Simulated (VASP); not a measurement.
Runs of VASP 6.6.1 on KCl. The structure is that of space group Fm-3m (No. 225), or close to it. The cells are those of the table. 

```csv
task,cell,cutoff (eV),gap on the mesh (eV),pressure (GPa)
single point,"a = 4.030 Å, angles 60.0, 60.0, 90.0°, 2 atoms",520,(b),10.2
single point,"a = 3.936 Å, angles 60.0, 60.0, 90.0°, 2 atoms",520,5.64,(a)
single point,"a = 4.201 Å, angles 60.0, 60.0, 90.0°, 2 atoms",520,5.63,4.1
relaxation of cell and atoms,"relaxed to 2 GPa from a = 4.414 Å, angles 60.0, 60.0, 90.0°, 2 atoms",600,5.38,2.0
relaxation of cell and atoms,"relaxed to -2 GPa from a = 4.414 Å, angles 60.0, 60.0, 90.0°, 2 atoms",600,4.62,-2.0
single point,"a = 4.289 Å, angles 60.0, 60.0, 90.0°, 2 atoms",520,5.40,2.1
relaxation of cell and atoms,"relaxed to 4 GPa from a = 4.414 Å, angles 60.0, 60.0, 90.0°, 2 atoms",600,5.62,4.0
single point,"a = 4.656 Å, angles 60.0, 60.0, 90.0°, 2 atoms",520,4.63,-2.0
single point,"a = 4.104 Å, angles 60.0, 60.0, 90.0°, 2 atoms",520,5.92,7.2
```

Alike in all rows: level PBEsol; potentials or basis VASP PAW PBE potentials, release 64 (K_sv, Cl); no spin polarisation; k mesh 6 × 6 × 6; smearing gaussian 0.01 eV.

**Question.** Fill in the values left out.

**Answer.** (a) 15.3; (b) 5.86.

Caveats: the PAW data sets were made with another functional, which shifts forces and pressure a little; the cell is relaxed towards a set pressure, so the enthalpy falls and the energy may rise (some runs).

A k mesh can miss the band edges.
